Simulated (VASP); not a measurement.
# H5C16F in VASP: further runs, part 2 of 2

VASP 6.6.1. Earlier steps stand in the parts before.

**4. Single point, PBE+D3(BJ)**

The input, INCAR:

```
ALGO     = Normal         # electronic algorithm
EDIFF    = 1E-7           # SCF threshold, eV
ENCUT    = 520            # plane-wave cutoff, eV
GGA      = PE             # functional
ISIF     = 2              # what is computed and relaxed
ISMEAR   = -1             # smearing method
IVDW     = 12             # dispersion correction
LASPH    = True           # aspherical terms in the spheres
LCHARG   = True           # write CHGCAR
LELF     = True           # ELF
LREAL    = Auto         
LVHAR    = True         
LWAVE    = False          # write WAVECAR
NBANDS   = 55             # bands
NELM     = 100            # most SCF steps
PREC     = Accurate       # precision mode
SIGMA    = 0.05           # smearing width, eV
```

The input, KPOINTS:

```
k-points
0
Gamma
  2 2 1
```

The input, POSCAR:

```
H5C16F
1.0
    5.0487420000      0.0000000000      0.0000000000
    2.5243710000      4.3723390000      0.0000000000
    0.0000000000      0.0000000000     18.6764260000
H C F
5 16 1
Direct
    0.1666721879      0.1666613682      0.0535434349
    0.6666779319      0.1666613682      0.0535434349
    0.1666715721      0.6666683439      0.0535434349
    0.6666575092      0.6666683439      0.0535434349
    2.2755659229      0.5853160059      0.9243470887
    0.1666721879      0.1666613682      0.1124412133
    0.6666779319      0.1666613682      0.1124412133
    0.1666715721      0.6666683439      0.1124412133
    0.6666575092      0.6666683439      0.1124412133
   -0.1666613682      0.3333227364      0.1400321453
    0.3333443758      0.3333227364      0.1400321453
   -0.1666619840      0.8333297121      0.1400321453
    0.3333437600      0.8333297121      0.1400321453
    0.1480244379      0.1839518848      0.2541653312
    0.6392719195      0.1813445847      0.2364638716
    0.1334641846      0.6964007137      0.2505939841
    0.6671252815      0.6604245462      0.2415290806
    0.3403632544     -0.1928029826      0.2334440219
    0.8213740931     -0.1823051689      0.2119034980
    0.2735330459      0.3780356464      0.2472046847
    0.8299263678      0.3338716417      0.2217287183
    3.1460008879      0.5659442234      0.8969274957
```

Potentials or basis: VASP PAW PBE potentials, release 64 (H, C, F).

Started as:

```bash
$ cat potpaw_PBE.64/H/POTCAR potpaw_PBE.64/C/POTCAR potpaw_PBE.64/F/POTCAR > POTCAR
$ mpirun -np 1 vasp_std > vasp.out
```

OUTCAR:

```text
EDIFF = 1E-7
   ENCUT = 520
   GGA = PE
   ISIF = 2
   ISMEAR = -1
   IVDW = 12
   LASPH = True
   LREAL = Auto
   NELM = 100
   PREC = Accurate
 IVDW          = 12

 ion  position               nearest neighbor table
   1  0.167  0.167  0.054-   6 1.10
   2  0.667  0.167  0.054-   7 1.10
   3  0.167  0.667  0.054-   8 1.10
   4  0.667  0.667  0.054-   9 1.10
   5  0.276  0.585  0.924-  22 0.87
   6  0.167  0.167  0.112-   1 1.10  13 1.55  10 1.55  11 1.55
   7  0.667  0.167  0.112-   2 1.10  10 1.55  12 1.55  11 1.55
   8  0.167  0.667  0.112-   3 1.10  12 1.55  13 1.55  11 1.55
   9  0.667  0.667  0.112-   4 1.10  13 1.55  12 1.55  10 1.55
  10  0.833  0.333  0.140-  21 1.53   7 1.55   6 1.55   9 1.55
  11  0.333  0.333  0.140-   7 1.55   6 1.55   8 1.55  20 2.02
  12  0.833  0.833  0.140-  19 1.35   7 1.55   8 1.55   9 1.55
  13  0.333  0.833  0.140-   9 1.55   6 1.55   8 1.55  18 1.75
  14  0.148  0.184  0.254-  20 1.41  21 1.52  18 1.69
  15  0.639  0.181  0.236-  21 1.53  20 1.61  19 1.65
  16  0.133  0.696  0.251-  20 1.40  18 1.45  19 1.55
  17  0.667  0.660  0.242-  18 1.44  19 1.47  21 1.47
[... 216 lines left out ...]
 k-point     1 :       0.0000    0.0000    0.0000
  band No.  band energies     occupation
      1     -27.7998      2.00000
      2     -22.0533      2.00000
      3     -19.1076      2.00000
      4     -17.4631      2.00000
      5     -17.0362      2.00000
      6     -16.6658      2.00000
[... 201 lines left out ...]
     49       5.1689      0.00000
     50       5.3375      0.00000
 [bands above 50 left out]

------------------------ aborting loop because EDIFF is reached ----------------------------------------

 Edisp (eV)   -2.25775

 E8    (eV) :    -0.6670

  FORCE on cell =-STRESS in cart. coord.  units (eV):
  Direction    XX          YY          ZZ          XY          YZ          ZX
  --------------------------------------------------------------------------------------
  -------------------------------------------------------------------------------------
  Total      -2.99818    -5.49293    18.55076     2.68696     0.92820    -3.65897
  in kB     -11.65138   -21.34637    72.09107    10.44193     3.60712   -14.21932
  external pressure =       13.03 kB  Pullay stress =        0.00 kB

 VOLUME and BASIS-vectors are now :
 -----------------------------------------------------------------------------
  energy-cutoff  :      520.00
  volume of cell :      412.28
      direct lattice vectors                 reciprocal lattice vectors
     5.048742000  0.000000000  0.000000000     0.198069143 -0.114355268  0.000000000
     2.524371000  4.372339000  0.000000000     0.000000000  0.228710537  0.000000000
     0.000000000  0.000000000 18.676426000     0.000000000  0.000000000  0.053543435

 POSITION                                       TOTAL-FORCE (eV/Angst)
 -----------------------------------------------------------------------------------
      1.26220      0.72870      1.00000         0.190999     -0.042768     -0.264302
      3.78660      0.72870      1.00000         0.052189     -0.030272     -0.486382
      2.52440      2.91490      1.00000         0.066433     -0.118322     -0.277355
      5.04870      2.91490      1.00000        -0.095696     -0.018946     -0.245984
      2.86882      2.55920     17.26350         3.897507      0.460815      2.670077
      1.26220      0.72870      2.10000         0.146285      0.014208      2.371683
[... 14 lines left out ...]
      5.03290      1.45980      4.14110        -1.616250     -0.568522      2.071794
      2.16577      2.47450     16.75140        -3.895277     -0.470425     -2.626740
 -----------------------------------------------------------------------------------
    total drift:                               -0.005733     -0.005824     -0.063195

  FREE ENERGIE OF THE ION-ELECTRON SYSTEM (eV)
  ---------------------------------------------------
  free  energy   TOTEN  =      -158.7045188175 eV

  energy  without entropy=     -158.6566266051  energy(sigma->0) =     -158.68057271
```

OSZICAR:

```text
N       E                     dE             d eps       ncg     rms          rms(c)
DAV:   1     0.570262518339E+03    0.57026E+03   -0.33231E+04   448   0.115E+03
DAV:   2    -0.909727989324E+02   -0.66124E+03   -0.62298E+03   617   0.281E+02
DAV:   3    -0.163970436608E+03   -0.72998E+02   -0.72256E+02   536   0.955E+01
[... 20 lines left out ...]
DAV:  24    -0.156446769420E+03   -0.55868E-05   -0.62355E-08   432   0.595E-04    0.161E-04
DAV:  25    -0.156446771473E+03   -0.20525E-05   -0.25495E-08   376   0.376E-04    0.870E-05
DAV:  26    -0.156446771981E+03   -0.50788E-06   -0.84608E-09   368   0.238E-04    0.394E-05
DAV:  27    -0.156446772124E+03   -0.14342E-06   -0.37190E-09   368   0.152E-04    0.215E-05
DAV:  28    -0.156446772142E+03   -0.17678E-07   -0.10069E-09   368   0.963E-05
   1 F= -.15870452E+03 E0= -.15868057E+03  d E =-.478922E-01
```

stdout:

```text
POSCAR found type information on POSCAR H C F
 POSCAR found :  3 types and      22 ions
 scaLAPACK will be used
 LDA part: xc-table for (Slater+PW92), standard interpolation
 POSCAR, INCAR and KPOINTS ok, starting setup
 FFT: planning ... GRIDC
 FFT: planning ... GRID_SOFT
 FFT: planning ... GRID
 WAVECAR not read
 entering main loop
```

Wall time 5.4 min (1 thread of Intel Xeon Platinum 8175M at 2.50GHz (Skylake/Cascade Lake), shared host); peak memory 0.49 GiB.

What came out:

- Free energy: -158.7045 eV
- Largest force: 10.674 eV/Å
- Band gap on the k mesh: 0.04 eV (least direct gap 0.26 eV)
- Dispersion energy per atom: -0.103 eV

Forces on the atoms (eV/Å):
```
H    0.191 -0.043 -0.264
H    0.052 -0.030 -0.486
H    0.066 -0.118 -0.277
H   -0.096 -0.019 -0.246
H    3.898  0.461  2.670
C    0.146  0.014  2.372
C   -0.013  0.201  0.407
C    0.261 -0.319  1.894
C   -0.280 -0.125  0.020
C    0.500 -0.356 -3.255
C    1.607 -0.878 -3.018
C    0.155 -0.445 -8.537
C    0.160 -0.216 -1.329
C   -1.331 -1.836 -0.545
C   -1.880  0.295  0.175
C   -1.004 -0.956  0.334
C   -1.111 -0.567  0.365
C    0.332  5.517 -0.142
C    1.039  4.641  9.555
C    2.818 -4.182  0.863
C   -1.616 -0.569  2.072
F   -3.895 -0.470 -2.627
```

Caveat: the k points lie up to 0.72 Å⁻¹ apart; there is no dipole correction, which matters where the two faces differ; semilocal functionals underestimate gaps, and a narrow one can read as zero.

**5. Summary**

```csv
cell,gap on the mesh (eV),largest force (eV/Å)
"as given, atomic positions A",0.16,4.89
"as given, atomic positions B",none,5.45
"as given, atomic positions C",0.04,10.67
```

Alike in all rows: task single point; level PBE+D3(BJ); potentials or basis VASP PAW PBE potentials, release 64 (H, C, F); no spin polarisation; k mesh 2 × 2 × 1; cutoff (eV) 520; smearing fermi-dirac 0.05 eV.

Caveats: all runs use coarse meshes; there is no dipole correction, which matters where the two faces differ; semilocal functionals underestimate gaps, and a narrow one can read as zero (at least some runs).

Absolute energies hang on the potentials; compare differences alone.
